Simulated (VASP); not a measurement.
# ZnO in VASP: notebook, part 3 of 3

VASP 6.6.1. Earlier steps stand in the parts before.

### Step 8. The runs side by side

```tsv
level	cell	smearing	gap on the mesh (eV)	pressure (GPa)
PBE	a = 2.843 Å, angles 60.0°, 2 atoms	fermi-dirac 0.02 eV	1.84	63.4
r2SCAN	a = 2.843 Å, angles 60.0°, 2 atoms	gaussian 0.01 eV	2.52	54.4
PBE	a = 3.077, b = 3.077, c = 3.018 Å, angles 60.6, 60.6, 58.7°, 2 atoms	fermi-dirac 0.02 eV	0.65	2.3
r2SCAN	a = 3.077, b = 3.077, c = 3.018 Å, angles 60.6, 60.6, 58.7°, 2 atoms	gaussian 0.01 eV	1.26	-5.1
PBE	a = 3.018, b = 3.018, c = 2.971 Å, angles 60.5, 60.5, 61.0°, 2 atoms	fermi-dirac 0.02 eV	0.89	9.1
r2SCAN	a = 3.018, b = 3.018, c = 2.971 Å, angles 60.5, 60.5, 61.0°, 2 atoms	gaussian 0.01 eV	1.52	1.4
```

Alike in all rows: task single point; potentials or basis VASP PAW PBE potentials, release 64 (Zn, O); no spin polarisation; k mesh 10 × 10 × 10; cutoff (eV) 520.

Caveats: the cell stands under pressure (at least some runs); the PAW data sets were made with another functional, which shifts forces and pressure a little (at least some runs); the cell stands under tension (at least some runs).

Total energies depend on the potentials used, so only differences within one code and one set of settings carry meaning.
